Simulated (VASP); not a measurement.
# YZr7O16 (a cell with a defect) in VASP: relaxation of the atoms with PBE

Aim: the relaxation of the atoms of YZr7O16 (a cell with a defect) with PBE.

Everything below comes from runs of VASP 6.6.1. Logs are shortened: lines on timing, memory, paths and dates and some standing lists are left out, and cuts for length are marked.

## Step 1: The cell of the first run

The cell holds a defect, 24 atoms: a = 7.170 Å, b = 7.170 Å, c = 7.170 Å, α = 60.00°, β = 60.00°, γ = 60.00°.

## Step 2: Relaxation of the atoms, PBE

The input, INCAR:

```
PREC     = Accurate       # precision mode
ENCUT    = 520            # plane-wave cutoff, eV
EDIFF    = 1E-7           # SCF threshold, eV
ISMEAR   = -1             # smearing method
SIGMA    = 0.01           # smearing width, eV
LREAL    = False          # projectors in reciprocal space
LASPH    = True           # aspherical terms in the spheres
NELM     = 120            # most SCF steps
ALGO     = Normal         # electronic algorithm
ISIF     = 2              # what is computed and relaxed
LWAVE    = False          # write WAVECAR
LCHARG   = False          # write CHGCAR
GGA      = PE             # functional
IBRION   = 2              # ionic algorithm
NSW      = 60             # ionic steps
EDIFFG   = -0.03          # ionic threshold
NELECT   = 192.0        
GGA_COMPAT= False        
NELMIN   = 4
```

The input, KPOINTS:

```
regular mesh
0
Gamma
  3 3 3
```

The input, POSCAR:

```
YZr7O16
1.0
    0.0000000000      5.0700000000      5.0700000000
    5.0700000000      0.0000000000      5.0700000000
    5.0700000000      5.0700000000      0.0000000000
Y Zr O
1 7 16
Direct
    0.0000000000      0.0000000000      0.0000000000
    0.0000000000      0.0000000000      0.5000000000
    0.0000000000      0.5000000000      0.0000000000
    0.0000000000      0.5000000000      0.5000000000
    0.5000000000      0.0000000000      0.0000000000
    0.5000000000      0.0000000000      0.5000000000
    0.5000000000      0.5000000000      0.0000000000
    0.5000000000      0.5000000000      0.5000000000
    0.1250000000      0.1250000000      0.1250000000
    0.1250000000      0.1250000000      0.6250000000
    0.1250000000      0.6250000000      0.1250000000
    0.1250000000      0.6250000000      0.6250000000
    0.6250000000      0.1250000000      0.1250000000
    0.6250000000      0.1250000000      0.6250000000
    0.6250000000      0.6250000000      0.1250000000
    0.6250000000      0.6250000000      0.6250000000
    0.3750000000      0.3750000000      0.3750000000
    0.3750000000      0.3750000000      0.8750000000
    0.3750000000      0.8750000000      0.3750000000
    0.3750000000      0.8750000000      0.8750000000
    0.8750000000      0.3750000000      0.3750000000
    0.8750000000      0.3750000000      0.8750000000
    0.8750000000      0.8750000000      0.3750000000
    0.8750000000      0.8750000000      0.8750000000
```

Potentials or basis: VASP PAW PBE potentials, release 64 (Y_sv, Zr_sv, O).

Command:

```sh
$ cat potpaw_PBE.64/Y_sv/POTCAR potpaw_PBE.64/Zr_sv/POTCAR potpaw_PBE.64/O/POTCAR > POTCAR
$ mpirun -np 1 vasp_std > vasp.out
```

OUTCAR:

```text
PREC = Accurate
   ENCUT = 520
   EDIFF = 1E-7
   ISMEAR = -1
   LREAL = False
   LASPH = True
   NELM = 120
   ISIF = 2
   GGA = PE
   IBRION = 2
   NSW = 60
   EDIFFG = -0.03
   NELECT = 192.0
   NELMIN = 4

 ion  position               nearest neighbor table
   1  0.000  0.000  0.000-   9 2.20  10 2.20  11 2.20  13 2.20  20 2.20  22 2.20  23 2.20  24 2.20
                             5 3.59   2 3.59   3 3.59   2 3.59   4 3.59   6 3.59   3 3.59   4 3.59
   2  0.000  0.000  0.500-   9 2.20  10 2.20  12 2.20  14 2.20  19 2.20  21 2.20  23 2.20  24 2.20
                             6 3.59   1 3.59   4 3.59   1 3.59   3 3.59   5 3.59   3 3.59   4 3.59
   3  0.000  0.500  0.000-   9 2.20  11 2.20  12 2.20  15 2.20  18 2.20  21 2.20  22 2.20  24 2.20
                             7 3.59   1 3.59   4 3.59   2 3.59   4 3.59   8 3.59   1 3.59   2 3.59
   4  0.000  0.500  0.500-  10 2.20  11 2.20  12 2.20  16 2.20  17 2.20  21 2.20  22 2.20  23 2.20
                             8 3.59   2 3.59   3 3.59   1 3.59   3 3.59   7 3.59   1 3.59   2 3.59
   5  0.500  0.000  0.000-   9 2.20  13 2.20  14 2.20  15 2.20  18 2.20  19 2.20  20 2.20  24 2.20
                             7 3.59   1 3.59   6 3.59   2 3.59   6 3.59   8 3.59   3 3.59   7 3.59
   6  0.500  0.000  0.500-  10 2.20  13 2.20  14 2.20  16 2.20  17 2.20  19 2.20  20 2.20  23 2.20
                             8 3.59   2 3.59   5 3.59   1 3.59   5 3.59   7 3.59   4 3.59   7 3.59
   7  0.500  0.500  0.000-  11 2.20  13 2.20  15 2.20  16 2.20  17 2.20  18 2.20  20 2.20  22 2.20
                             8 3.59   3 3.59   5 3.59   4 3.59   6 3.59   8 3.59   1 3.59   5 3.59
   8  0.500  0.500  0.500-  12 2.20  14 2.20  15 2.20  16 2.20  17 2.20  18 2.20  19 2.20  21 2.20
                             7 3.59   4 3.59   6 3.59   3 3.59   5 3.59   7 3.59   2 3.59   5 3.59
   9  0.125  0.125  0.125-   1 2.20   2 2.20   3 2.20   5 2.20
  10  0.125  0.125  0.625-   1 2.20   2 2.20   4 2.20   6 2.20
  11  0.125  0.625  0.125-   1 2.20   3 2.20   4 2.20   7 2.20
  12  0.125  0.625  0.625-   2 2.20   3 2.20   4 2.20   8 2.20
  13  0.625  0.125  0.125-   1 2.20   5 2.20   6 2.20   7 2.20
  14  0.625  0.125  0.625-   2 2.20   5 2.20   6 2.20   8 2.20
[... 8 lines left out ...]
  23  0.875  0.875  0.375-   1 2.20   2 2.20   4 2.20   6 2.20
  24  0.875  0.875  0.875-   1 2.20   2 2.20   3 2.20   5 2.20

  LATTYP: Found a face centered cubic cell.
 ALAT       =    10.1400000000

  Lattice vectors:

 A1 = (   0.0000000000,   5.0700000000,   5.0700000000)
 A2 = (   5.0700000000,   0.0000000000,   5.0700000000)
 A3 = (   5.0700000000,   5.0700000000,   0.0000000000)

Analysis of symmetry for initial positions (statically):
=====================================================================
 Subroutine PRICEL returns:
 Original cell was already a primitive cell.

 Routine SETGRP: Setting up the symmetry group for a
 face centered cubic supercell.

 Subroutine GETGRP returns: Found 48 space group operations
 (whereof 48 operations were pure point group operations)
 out of a pool of 48 trial point group operations.

The static configuration has the point symmetry O_h .

Analysis of symmetry for dynamics (positions and initial velocities):
=====================================================================
 Subroutine PRICEL returns:
 Original cell was already a primitive cell.

 Routine SETGRP: Setting up the symmetry group for a
 face centered cubic supercell.

 Subroutine GETGRP returns: Found 48 space group operations
 (whereof 48 operations were pure point group operations)
 out of a pool of 48 trial point group operations.

The dynamic configuration has the point symmetry O_h .

 Subroutine INISYM returns: Found 48 space group operations
 (whereof 48 operations are pure point group operations),
 and found     1 'primitive' translations

----------------------------------------------------------------------------------------

                                     Primitive cell

  volume of cell :     260.6477

  direct lattice vectors                    reciprocal lattice vectors
     0.000000000  5.070000000  5.070000000    -0.098619329  0.098619329  0.098619329
     5.070000000  0.000000000  5.070000000     0.098619329 -0.098619329  0.098619329
     5.070000000  5.070000000  0.000000000     0.098619329  0.098619329 -0.098619329

  length of vectors
     7.170062761  7.170062761  7.170062761     0.170813689  0.170813689  0.170813689

  position of ions in fractional coordinates (direct lattice)
     0.000000000  0.000000000  0.000000000
     0.000000000  0.000000000  0.500000000
     0.000000000  0.500000000  0.000000000
     0.000000000  0.500000000  0.500000000
     0.500000000  0.000000000  0.000000000
     0.500000000  0.000000000  0.500000000
[... 16 lines left out ...]
     0.875000000  0.875000000  0.375000000
     0.875000000  0.875000000  0.875000000

  ion indices of the primitive-cell ions
   primitive index   ion index
                 1           1
                 2           2
                 3           3
                 4           4
                 5           5
                 6           6
[... 16 lines left out ...]
                23          23
                24          24

----------------------------------------------------------------------------------------

 KPOINTS: regular mesh

Automatic generation of k-mesh.
 Grid dimensions read from file:
 generate k-points for:    3    3    3

 Generating k-lattice:

  Cartesian coordinates                     Fractional coordinates (reciprocal lattice)
    -0.032873110  0.032873110  0.032873110     0.333333333  0.000000000  0.000000000
     0.032873110 -0.032873110  0.032873110     0.000000000  0.333333333  0.000000000
     0.032873110  0.032873110 -0.032873110     0.000000000  0.000000000  0.333333333

  Length of vectors
     0.056937896  0.056937896  0.056937896

  Shift w.r.t. Gamma in fractional coordinates (k-lattice)
     0.000000000  0.000000000  0.000000000

 Subroutine IBZKPT returns following result:
 ===========================================

 Found      4 irreducible k-points:

 Following reciprocal coordinates:
            Coordinates               Weight
  0.000000  0.000000  0.000000      1.000000
  0.333333  0.000000  0.000000      8.000000
  0.333333  0.333333  0.000000      6.000000
 -0.333333  0.333333  0.000000     12.000000
   k-points           NKPTS =      4   k-points in BZ     NKDIM =      4   number of bands    NBANDS=    115
   number of dos      NEDOS =    301   number of ions     NIONS =     24
   total plane-waves  NPLWV = 157464
   dimension x,y,z NGX =    54 NGY =   54 NGZ =   54
   dimension x,y,z NGXF=   108 NGYF=  108 NGZF=  108
   ions per type =               1   7  16
   NGX,Y,Z   is equivalent  to a cutoff of  12.52, 12.52, 12.52 a.u.
   NGXF,Y,Z  is equivalent  to a cutoff of  25.04, 25.04, 25.04 a.u.
 SYSTEM =  unknown system
   PREC   = accura    normal or accurate (medium, high low for compatibility)
   ISTART =      0    job   : 0-new  1-cont  2-samecut
   ICHARG =      2    charge: 1-file 2-atom 10-const
   ISPIN  =      1    spin polarized calculation?
   LNONCOLLINEAR =      F non collinear calculations
   LSORBIT =      F    spin-orbit coupling
   LASPH  =      T    aspherical Exc in radial PAW
   ENCUT  =  520.0 eV  38.22 Ry    6.18 a.u.  13.33 13.33 13.33*2*pi/ulx,y,z
   NELM   =    120;   NELMIN=  4; NELMDL= -5     # of ELM steps
   EDIFF  = 0.1E-06   stopping-criterion for ELM
   LREAL  =      F    real-space projection
   EDIFFG = -.3E-01   stopping-criterion for IOM
   NSW    =     60    number of steps for IOM
   IBRION =      2    ionic relax: 0-MD 1-quasi-New 2-CG
   NFREE  =      1    steps in history (QN), initial steepest desc. (CG)
   ISIF   =      2    stress and relaxation
   ISYM   =      2    0-nonsym 1-usesym 2-fastsym
   POTIM  = 0.5000    time-step for ionic-motion
   TEBEG  =    0.0;   TEEND  =   0.0 temperature during run
   PSTRESS=    0.0 pullay stress
   NELECT =     192.0000    total number of electrons
   NUPDOWN=      -1.0000    fix difference up-down
   EMIN   =  10.00;   EMAX   =-10.00  energy-range for DOS
   EFERMI =   0.00;   METHOD = LEGACY
   ISMEAR =    -1;   SIGMA  =   0.01  broadening in eV -4-tet -1-fermi 0-gaus
   EFERMI_NEDOS =   21; number of points for ismear=-14 and -15
   IALGO  =     38    algorithm
   IMIX   =      4    mixing-type and parameters
     AMIX     =   0.40;   BMIX     =  1.00
     AMIX_MAG =   1.60;   BMIX_MAG =  1.00
  volume/ion in A,a.u.               =      10.86        73.29
  Fermi-wavevector in a.u.,A,eV,Ry     =   1.478509  2.793977 29.742181  2.185989
  Thomas-Fermi vector in A             =   2.592781
   LORBIT       =      0    0 simple, 1 ext, 2 COOP (PROOUT), +10 PAW based schemes
   GGA     = PE    functional components
   LHFCALC =     F    Hartree Fock is set to
   AEXX    =    0.0000 exact exchange contribution
   IVDW    =     0    specifies the selected vdW correction
   LEPSILON=     F    determine dielectric tensor
   LRPA    =     F    only Hartree local field effects (RPA)
 conjugate gradient relaxation of ions
 non-spin polarized calculation
  energy-cutoff  :      520.00
  volume of cell :      260.65
 maximum number of plane-waves:      7036
 NGX is ok and might be reduce to    54
   NGX = 27   NGY = 27   NGZ = 27

--------------------------------------- Ionic step        1  -------------------------------------------

 number of electron     191.9999934 magnetization

 Free energy of the ion-electron system (eV)
  ---------------------------------------------------
  ext. energy  EPLUGINS =         0.00000000
  ---------------------------------------------------
  free energy    TOTEN  =      -216.83876098 eV

  energy without entropy =     -216.83876098  energy(sigma->0) =     -216.83876098

------------------------ aborting loop because EDIFF is reached ----------------------------------------

  FORCE on cell =-STRESS in cart. coord.  units (eV):
  Direction    XX          YY          ZZ          XY          YZ          ZX
  --------------------------------------------------------------------------------------
  -------------------------------------------------------------------------------------
  Total       30.3785007     30.3785007     30.3785007      0.0000000      0.0000000     -0.0000000
  in kB      186.7338473    186.7338473    186.7338473      0.0000000      0.0000000     -0.0000000
  external PRESSURE =     186.7338473 kB  Pullay stress =       0.0000000 kB
[... 219 lines left out ...]
--------------------------------------- Ionic step        5  -------------------------------------------

 number of electron     192.0000030 magnetization

 Free energy of the ion-electron system (eV)
  ---------------------------------------------------
  ext. energy  EPLUGINS =         0.00000000
  ---------------------------------------------------
  free energy    TOTEN  =      -217.42746448 eV

  energy without entropy =     -217.42746448  energy(sigma->0) =     -217.42746448

 E-fermi :   7.2675     XC(G=0): -11.8688

 val. band max:        7.0399209956   @ k =   0.0000   0.0000   0.0000
 cond. band min:      10.3986952884   @ k =   0.0000   0.0000   0.0000
 fundamental gap:      3.3587742928
 Fermi energy:         7.2674763296

 k-point     1 :       0.0000    0.0000    0.0000
  band No.  band energies     occupation
      1     -41.0832      2.00000
      2     -41.0474      2.00000
      3     -41.0474      2.00000
      4     -41.0474      2.00000
      5     -41.0305      2.00000
      6     -41.0305      2.00000
[... 433 lines left out ...]
    107      11.4574      0.00000
    108      11.4804      0.00000
 [bands above 108 left out]

------------------------ aborting loop because EDIFF is reached ----------------------------------------

  FORCE on cell =-STRESS in cart. coord.  units (eV):
  Direction    XX          YY          ZZ          XY          YZ          ZX
  --------------------------------------------------------------------------------------
  -------------------------------------------------------------------------------------
  Total       30.7373319     30.7373319     30.7373319      0.0000000     -0.0000000      0.0000000
  in kB      188.9395492    188.9395492    188.9395492      0.0000000     -0.0000000      0.0000000
  external PRESSURE =     188.9395492 kB  Pullay stress =       0.0000000 kB
[... 39 lines left out ...]
  FREE ENERGIE OF THE ION-ELECTRON SYSTEM (eV)
  ---------------------------------------------------
  free  energy   TOTEN  =      -217.4274644774 eV

  energy  without entropy=     -217.4274644774  energy(sigma->0) =     -217.42746448

 reached required accuracy - stopping structural energy minimisation
```

It took 11 min on 1 thread of Intel Xeon Platinum 8488C (Sapphire Rapids), shared host; peak memory 0.48 GiB.

What came out:

| Quantity | Value |
| --- | --- |
| Free energy | -217.4275 eV |
| Energy gained by relaxing | 24.5 meV/atom |
| Ionic steps | 5 |

The path:
```csv
step,energy change (eV),largest force (eV/Å),pressure (GPa)
1,0.0000,1.8030,18.67
2,-0.5721,0.2781,18.95
3,-0.5763,0.2825,18.88
4,-0.5878,0.0784,18.90
5,-0.5887,0.0010,18.89
```

Final structure:
```
Y Zr O
1.0
     0.00000    5.07000    5.07000
     5.07000    0.00000    5.07000
     5.07000    5.07000    0.00000
Y Zr O
1 7 16
Cartesian
  0.0000 0.0000 0.0000
  2.5350 2.5350 0.0000
  2.5350 0.0000 2.5350
  5.0700 2.5350 2.5350
  0.0000 2.5350 2.5350
  2.5350 5.0700 2.5350
  2.5350 2.5350 5.0700
  5.0700 5.0700 5.0700
  1.3134 1.3134 1.3134
  3.7566 3.7566 1.3134
  3.7566 1.3134 3.7566
  6.3227 3.8173 3.8173
  1.3134 3.7566 3.7566
  3.8173 6.3227 3.8173
  3.8173 3.8173 6.3227
  6.3227 6.3227 6.3227
  3.8173 3.8173 3.8173
  6.3227 6.3227 3.8173
  6.3227 3.8173 6.3227
  8.8266 6.3834 6.3834
  3.8173 6.3227 6.3227
  6.3834 8.8266 6.3834
  6.3834 6.3834 8.8266
  8.8266 8.8266 8.8266
```

Caveat: the cell carries a net charge on a neutralising background, which shifts energy and pressure; the cell is charged against a uniform background, so pressure and absolute levels hang on convention.
